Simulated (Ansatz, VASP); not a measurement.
## AlN: VASP beside Ansatz

Contents of INCAR:

```
  PREC = Accurate
  ENCUT = 600
  EDIFF = 1E-6
  ISMEAR = -1
  SIGMA = 0.05
  LREAL = False
  LASPH = True
  NELM = 120
  ALGO = Normal
  ISIF = 2
  LWAVE = False
  LCHARG = False
  GGA = PE
  ALDAC = 0.0
  AGGAC = 0.0
  NBANDS = 11
  GGA_COMPAT = False
```

Contents of KPOINTS:

```
regular mesh
0
Gamma
  10 10 10
```

File POSCAR:

```
AlN
1.0
    0.0000000000      2.1839935596      2.1839935596
    2.1839935596      0.0000000000      2.1839935596
    2.1839935596      2.1839935596      0.0000000000
Al N
1 1
Direct
    0.0000000000      0.0000000000      0.0000000000
    0.2500000000      0.2500000000      0.2500000000
```

The input input.yaml:

```yaml
crystal:
  lattice:
    - [0.0, 2.1839935596, 2.1839935596]
    - [2.1839935596, 0.0, 2.1839935596]
    - [2.1839935596, 2.1839935596, 0.0]
  atoms:
    - { symbol: Al, position: [0.0, 0.0, 0.0] }
    - { symbol: "N", position: [0.25, 0.25, 0.25] }
hamiltonian:
  xc: { exchange: pbe, correlation: none }
  pseudopotentials: { kind: paw }
kpoints:
  mp_grid: { grid: [10, 10, 10] }
scf:
  occupations: { method: fermi_dirac, width: 0.05 }
output:
  forces: true
  stress: true
  eigenvalues: true
  write_density: true
  write_potential: true
  elf: true
  volumetric_format: npy
```

Alike in both runs: task single point; functional PBE exchange alone; k mesh 10 × 10 × 10; occupations fermi-dirac, width 0.05 eV; no spin polarisation.

|  | VASP | Ansatz |
| --- | --- | --- |
| version | VASP 6.6.1 | Ansatz 0.2.0 |
| potentials or method | VASP PAW PBE potentials, release 64 (Al, N) | Ansatz PAW |
| plane-wave cutoff (eV) | 600 | 420 |
| valence electrons in the cell | 8 | 8 |

Ansatz gave:

```
gap on the k mesh at the Fermi level (eV) : 3.67
least direct gap on the mesh (eV)         : 4.52
pressure (GPa)                            : 19.0
```

Problem. What did VASP give for the same quantities?

Solution. gap on the k mesh at the Fermi level (eV): 3.66; least direct gap on the mesh (eV): 4.50; pressure (GPa): 19.2.

VASP's potentials were made for PBE, not for PBE exchange alone.
